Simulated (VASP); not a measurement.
Wanted: the native input for a VASP 6.6.1 run.

- Task: relaxation of cell and atoms
- Functional: PBE
- Potentials or basis: VASP PAW PBE potentials, release 64 (Sc_sv, Al)
- Cutoff: 600 eV
- k mesh: 6 × 6 × 6
- Occupations: fermi-dirac, width 0.1 eV
- Spin: no spin polarisation
- Dipole correction: no
- Further INCAR settings: ALGO = Normal; EDIFF = 1e-06; IBRION = 2; EDIFFG = -0.03; NSW = 80; ISIF = 3

The structure of ScAl3 lies in POSCAR:

```
ScAl3
1.0
    4.0878065700      0.0000000000      0.0000000000
    0.0000000000      4.0878065700      0.0000000000
    0.0000000000      0.0000000000      4.0878065700
Sc Al
1 3
Direct
    0.0000000000      0.0000000000      0.0000000000
    0.5000000000      0.0000000000      0.5000000000
    0.0000000000      0.5000000000      0.5000000000
    0.5000000000      0.5000000000      0.0000000000
```

These files were run (other wordings do the same):

INCAR

```
SYSTEM = ScAl3
ALGO = Normal
EDIFF = 1E-6
EDIFFG = -0.03
ENCUT = 600
GGA = PE
IBRION = 2
ISIF = 3
ISMEAR = -1
LASPH = .True.
LCHARG = .False.
LREAL = .False.
LWAVE = .False.
NELM = 80
NSW = 80
PREC = Accurate
SIGMA = 0.1
```

KPOINTS

```
k-points
0
Gamma
  6 6 6
  0 0 0
```

Potentials or basis: VASP PAW PBE potentials, release 64 (Sc_sv, Al).

Launch:

```console
$ cat potpaw_PBE.64/Sc_sv/POTCAR potpaw_PBE.64/Al/POTCAR > POTCAR
$ mpirun -np 1 vasp_std > vasp.out
```

Results of the run:

| Item | Value |
| --- | --- |
| Relaxed volume | 17.32 Å³/atom |
| Relaxed cell | a = 4.107 Å, b = 4.107 Å, c = 4.107 Å, α = 90.00°, β = 90.00°, γ = 90.00° |
| Space group after relaxing (to 0.05 Å) | Pm-3m (No. 221) |
| Energy gained by relaxing | 0.9 meV/atom |
| Ionic steps | 3 |
| Pressure after relaxing | 0.0 GPa |
| Band gap on the k mesh | zero (band 10 reaches 7.93 eV, above the bottom of band 11 at 4.20 eV) |

It took 29 s on 1 thread of Intel(R) Xeon(R) 6975P-C (Granite Rapids) (shared host), peak memory 0.22 GiB.
